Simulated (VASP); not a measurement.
# BaO (R-3m) in VASP: further runs, part 2 of 2

VASP 6.6.1.

## 3. Electric field gradients, PBE (equal xy, yz and zx shear strains of -1 %)

Contents of INCAR:

```
ALGO = Normal
EDIFF = 1E-8
ENCUT = 520
GGA = PE
GGA_COMPAT = F
ISIF = 2
ISMEAR = -1
LASPH = T
LCHARG = F
LEFG = T
LREAL = F
LWAVE = F
NBANDS = 15
NELM = 120
PREC = Accurate
SIGMA = 0.02
```

Contents of KPOINTS:

```
k-points
0
Gamma
  8 8 8
```

Contents of POSCAR:

```
BaO
1.0
   -0.0275000000      2.7362500000      2.7362500000
    2.7362500000     -0.0275000000      2.7362500000
    2.7362500000      2.7362500000     -0.0275000000
Ba O
1 1
Direct
    0.0000000000      0.0000000000      0.0000000000
    0.5000000000      0.5000000000      0.5000000000
```

Potentials or basis: VASP PAW PBE potentials, release 64 (Ba_sv, O).

Launch:

```sh
$ cat potpaw_PBE.64/Ba_sv/POTCAR potpaw_PBE.64/O/POTCAR > POTCAR
$ mpirun -np 1 vasp_std > vasp.out
```

OUTCAR:

```text
EDIFF = 1E-8
   ENCUT = 520
   GGA = PE
   ISIF = 2
   ISMEAR = -1
   LASPH = T
   LREAL = F
   NELM = 120
   PREC = Accurate

 ion  position               nearest neighbor table
   1  0.000  0.000  0.000-   2 2.75   2 2.75   2 2.75   2 2.75   2 2.75   2 2.75
   2  0.500  0.500  0.500-   1 2.75   1 2.75   1 2.75   1 2.75   1 2.75   1 2.75

  LATTYP: Found a trigonal (rhomboedric) cell.
 ALAT       =     3.8697395746
 COS(alpha) =     0.4899250057

  Lattice vectors:

 A1 = (  -0.0275000000,   2.7362500000,   2.7362500000)
 A2 = (   2.7362500000,  -0.0275000000,   2.7362500000)
 A3 = (   2.7362500000,   2.7362500000,  -0.0275000000)

Analysis of symmetry for initial positions (statically):
=====================================================================
 Subroutine PRICEL returns:
 Original cell was already a primitive cell.

 Routine SETGRP: Setting up the symmetry group for a
 trigonal (rhombohedral) supercell.

 Subroutine GETGRP returns: Found 12 space group operations
 (whereof 12 operations were pure point group operations)
 out of a pool of 12 trial point group operations.

The static configuration has the point symmetry D_3d.

Analysis of symmetry for dynamics (positions and initial velocities):
=====================================================================
 Subroutine PRICEL returns:
 Original cell was already a primitive cell.

 Routine SETGRP: Setting up the symmetry group for a
 trigonal (rhombohedral) supercell.

 Subroutine GETGRP returns: Found 12 space group operations
 (whereof 12 operations were pure point group operations)
 out of a pool of 12 trial point group operations.

The dynamic configuration has the point symmetry D_3d.

 Subroutine INISYM returns: Found 12 space group operations
 (whereof 12 operations are pure point group operations),
 and found     1 'primitive' translations

----------------------------------------------------------------------------------------

                                     Primitive cell

  volume of cell :      41.5906

  direct lattice vectors                    reciprocal lattice vectors
    -0.027500000  2.736250000  2.736250000    -0.179999909  0.181827319  0.181827319
     2.736250000 -0.027500000  2.736250000     0.181827319 -0.179999909  0.181827319
     2.736250000  2.736250000 -0.027500000     0.181827319  0.181827319 -0.179999909

  length of vectors
     3.869739575  3.869739575  3.869739575     0.313882645  0.313882645  0.313882645

  position of ions in fractional coordinates (direct lattice)
     0.000000000  0.000000000  0.000000000
     0.500000000  0.500000000  0.500000000

  ion indices of the primitive-cell ions
   primitive index   ion index
                 1           1
                 2           2

----------------------------------------------------------------------------------------

 KPOINTS: k-points

Automatic generation of k-mesh.
 Grid dimensions read from file:
 generate k-points for:    8    8    8

 Generating k-lattice:

[... 80 lines left out ...]
     AMIX     =   0.40;   BMIX     =  1.00
     AMIX_MAG =   1.60;   BMIX_MAG =  1.00
  volume/ion in A,a.u.               =      20.80       140.33
  Fermi-wavevector in a.u.,A,eV,Ry     =   1.190647  2.249997 19.288167  1.417640
  Thomas-Fermi vector in A             =   2.326727
   LORBIT       =      0    0 simple, 1 ext, 2 COOP (PROOUT), +10 PAW based schemes
   GGA     = PE    functional components
   LHFCALC =     F    Hartree Fock is set to
   AEXX    =    0.0000 exact exchange contribution
   IVDW    =     0    specifies the selected vdW correction
   LEPSILON=     F    determine dielectric tensor
   LRPA    =     F    only Hartree local field effects (RPA)
 non-spin polarized calculation
  energy-cutoff  :      520.00
  volume of cell :       41.59
 maximum number of plane-waves:      1137
 NGX is ok and might be reduce to    30
   NGX = 15   NGY = 15   NGZ = 15

 number of electron      15.9999997 magnetization

 Free energy of the ion-electron system (eV)
  ---------------------------------------------------
  ext. energy  EPLUGINS =         0.00000000
  ---------------------------------------------------
  free energy    TOTEN  =       -11.76877586 eV

  energy without entropy =      -11.76877586  energy(sigma->0) =      -11.76877586

 E-fermi :   2.4524     XC(G=0):  -9.7186

 val. band max:        2.0300306174   @ k =   0.5000   0.5000   0.0000
 cond. band min:       3.9289900990   @ k =   0.5000   0.5000   0.0000
 fundamental gap:      1.8989594817
 Fermi energy:         2.4523976476

 k-point     1 :       0.0000    0.0000    0.0000
  band No.  band energies     occupation
      1     -23.8913      2.00000
      2     -13.0530      2.00000
      3      -8.3669      2.00000
      4      -8.3669      2.00000
      5      -8.3425      2.00000
      6       1.6272      2.00000
      7       1.6272      2.00000
      8       1.6395      2.00000
      9       5.6612      0.00000
     10       6.6327      0.00000
     11       6.6327      0.00000
     12       6.8223      0.00000
     13       9.0189      0.00000
     14       9.0189      0.00000
[... 401 lines left out ...]
      2     -13.5491      2.00000
      3      -8.7235      2.00000
      4      -8.4856      2.00000
      5      -8.4012      2.00000
      6       0.3707      2.00000
      7       0.6308      2.00000
      8       1.3668      2.00000
      9       6.4009      0.00000
     10       7.9059      0.00000
     11       8.0062      0.00000
     12       9.0681      0.00000
     13      11.1884      0.00000
     14      11.2138      0.00000
     15      16.1701      0.00000

 [... further k-points ...]

------------------------ aborting loop because EDIFF is reached ----------------------------------------

  FORCE on cell =-STRESS in cart. coord.  units (eV):
  Direction    XX          YY          ZZ          XY          YZ          ZX
  --------------------------------------------------------------------------------------
  -------------------------------------------------------------------------------------
  Total        1.2649960      1.2649960      1.2649960      0.0874222      0.0874222      0.0874222
  in kB       48.7308888     48.7308888     48.7308888      3.3677254      3.3677254      3.3677254
  external PRESSURE =      48.7308888 kB  Pullay stress =       0.0000000 kB

 VOLUME and BASIS-vectors are now :
 -----------------------------------------------------------------------------
  energy-cutoff  :      520.00
  volume of cell :       41.59
      direct lattice vectors                 reciprocal lattice vectors
    -0.027500000  2.736250000  2.736250000    -0.179999909  0.181827319  0.181827319
     2.736250000 -0.027500000  2.736250000     0.181827319 -0.179999909  0.181827319
     2.736250000  2.736250000 -0.027500000     0.181827319  0.181827319 -0.179999909

 POSITION                                       TOTAL-FORCE (eV/Angst)
 -----------------------------------------------------------------------------------
      0.00000      0.00000      0.00000        -0.000000      0.000000      0.000000
      2.72250      2.72250      2.72250         0.000000     -0.000000     -0.000000
 -----------------------------------------------------------------------------------
    total drift:                                0.000000      0.000000      0.000000

  FREE ENERGIE OF THE ION-ELECTRON SYSTEM (eV)
  ---------------------------------------------------
  free  energy   TOTEN  =       -11.7687758562 eV

  energy  without entropy=      -11.7687758562  energy(sigma->0) =      -11.76877586

 Electric field gradients (V/A^2)
---------------------------------------------------------------------
 ion       V_xx      V_yy      V_zz      V_xy      V_xz      V_yz
---------------------------------------------------------------------
   1       0.000    -0.000    -0.000     7.143     7.143     7.143
   2       0.000    -0.000    -0.000    -0.207    -0.207    -0.207
---------------------------------------------------------------------

 Electric field gradients after diagonalization (V/A^2)
 (convention: |V_zz| > |V_xx| > |V_yy|)
----------------------------------------------------------------------
 ion       V_xx      V_yy      V_zz     asymmetry (V_yy - V_xx)/ V_zz
----------------------------------------------------------------------
   1      -7.143    -7.143    14.286       0.000
   2       0.207     0.207    -0.414       0.000
----------------------------------------------------------------------

           NMR quadrupolar parameters

 Cq : quadrupolar parameter    Cq=e*Q*V_zz/h
 eta: asymmetry parameters     (V_yy - V_xx)/ V_zz
 Q  : nuclear electric quadrupole moment in mb (millibarn)
----------------------------------------------------------------------
 ion       Cq(MHz)       eta       Q (mb)
----------------------------------------------------------------------
   1       0.035       0.000       1.000
   2      -0.001       0.000       1.000
----------------------------------------------------------------------
```

OSZICAR:

```text
N       E                     dE             d eps       ncg     rms          rms(c)
DAV:   1     0.788656218216E+02    0.78866E+02   -0.78984E+03  1950   0.990E+02
DAV:   2    -0.105092637133E+02   -0.89375E+02   -0.79332E+02  2745   0.202E+02
DAV:   3    -0.143585743746E+02   -0.38493E+01   -0.38255E+01  2496   0.419E+01
DAV:   4    -0.143967645000E+02   -0.38190E-01   -0.38185E-01  2336   0.441E+00
DAV:   5    -0.143974438416E+02   -0.67934E-03   -0.67933E-03  2441   0.508E-01    0.967E+00
DAV:   6    -0.120122786970E+02    0.23852E+01   -0.86631E+00  2055   0.222E+01    0.629E+00
DAV:   7    -0.117917546828E+02    0.22052E+00   -0.61254E-01  2197   0.620E+00    0.229E+00
DAV:   8    -0.117675099293E+02    0.24245E-01   -0.98387E-02  2433   0.317E+00    0.528E-01
DAV:   9    -0.117675902959E+02   -0.80367E-04   -0.91467E-03  2300   0.904E-01    0.160E-01
DAV:  10    -0.117687903200E+02   -0.12000E-02   -0.25032E-03  2076   0.392E-01    0.475E-02
DAV:  11    -0.117687686515E+02    0.21668E-04   -0.16158E-04  2489   0.110E-01    0.244E-02
DAV:  12    -0.117687760159E+02   -0.73644E-05   -0.22123E-05  2111   0.414E-02    0.375E-03
DAV:  13    -0.117687756703E+02    0.34557E-06   -0.12569E-06  2538   0.995E-03    0.159E-03
DAV:  14    -0.117687758912E+02   -0.22084E-06   -0.53158E-07  2132   0.605E-03    0.104E-03
DAV:  15    -0.117687758617E+02    0.29412E-07   -0.60636E-08  2580   0.186E-03    0.255E-04
DAV:  16    -0.117687758562E+02    0.55502E-08   -0.19828E-09  1241   0.400E-04
   1 F= -.11768776E+02 E0= -.11768776E+02  d E =-.384492E-11
```

stdout:

```text
POSCAR found type information on POSCAR BaO
 POSCAR found :  2 types and       2 ions
 scaLAPACK will be used
 LDA part: xc-table for (Slater+PW92), standard interpolation
 POSCAR, INCAR and KPOINTS ok, starting setup
 FFT: planning ... GRIDC
 FFT: planning ... GRID_SOFT
 FFT: planning ... GRID
 WAVECAR not read
 entering main loop
ion   1

ion   2
```

Run time: 44 s. Hardware: 1 thread of Intel Xeon Platinum 8375C at 2.90GHz (Ice Lake), shared host; peak memory 0.19 GiB.

Results:

```yaml
Free_energy: -11.7688 eV
Pressure: 4.9 GPa
Band_gap_on_the_k_mesh: 1.90 eV
Largest_electric_field_gradient_by_atom: Ba +14.3; O -0.4 V/Å²
```

Levels at points of the mesh, in eV from the valence-band top:
| k point | band 5 | band 6 | band 7 | band 8 | band 9 | band 10 | band 11 | band 12 |
| --- | --- | --- | --- | --- | --- | --- | --- | --- |
| (0.00, 0.00, 0.00) | -10.37 | -0.40 | -0.40 | -0.39 | 3.63 | 4.60 | 4.60 | 4.79 |
| (0.50, 0.00, 0.00) | -10.50 | -2.08 | -1.59 | -1.53 | 4.93 | 7.09 | 7.30 | 8.28 |
| (0.50, 0.50, 0.00) | -10.99 | -0.19 | -0.19 | 0.00 | 1.90 | 6.05 | 8.97 | 9.53 |
| (0.50, 0.50, 0.50) | -10.53 | -2.10 | -1.62 | -1.62 | 4.97 | 7.28 | 7.28 | 8.35 |

Electric field gradients, principal values (V/Å²):
```tsv
atom	least	middle	greatest (by size)
1 Ba	-7.143	-7.143	14.286
2 O	0.207	0.207	-0.414
```

Caveat: the cell differs from its parent crystal (equal xy, yz and zx shear strains of -1 %); the cell stands under pressure; without QUAD_EFG the Cq values of the log hold for a quadrupole moment of 1 mb, not for the nuclei; spin-orbit coupling is left out, which moves the levels of the heavy elements. A k mesh can miss the band edges.
